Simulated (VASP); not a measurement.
Here is a VASP 6.6.1 calculation.

Contents of INCAR:

```
PREC = Accurate ; ENCUT = 600
EDIFF = 1E-6 ; ISMEAR = -1
SIGMA = 0.05 ; LREAL = False
LASPH = True ; NELM = 120
ALGO = Normal ; ISIF = 2
LWAVE = False ; LCHARG = False
GGA = PS ; NBANDS = 16
GGA_COMPAT = False
```

The input KPOINTS:

```
regular mesh
0
Gamma
  17 17 17
```

The input POSCAR:

```
GaN
1.0
    0.0000000000      2.0217590106      2.0217590106
    2.0217590106      0.0000000000      2.0217590106
    2.0217590106      2.0217590106      0.0000000000
Ga N
1 1
Direct
    0.0000000000      0.0000000000      0.0000000000
    0.5000000000      0.5000000000      0.5000000000
```

Potentials or basis: VASP PAW PBE potentials, release 64 (Ga_d, N).

Run with:

```bash
$ cat potpaw_PBE.64/Ga_d/POTCAR potpaw_PBE.64/N/POTCAR > POTCAR
$ mpirun -np 1 vasp_std > vasp.out
```

Problem. Predict the pressure.

Solution. 40.1 GPa.

Problem. What does it give for the band gap on the k mesh?

Solution. 1.44 eV, indirect (least direct gap 4.56 eV).

Caveat: the PAW data sets were made with another functional, which shifts forces and pressure a little. A k mesh can miss the band edges.
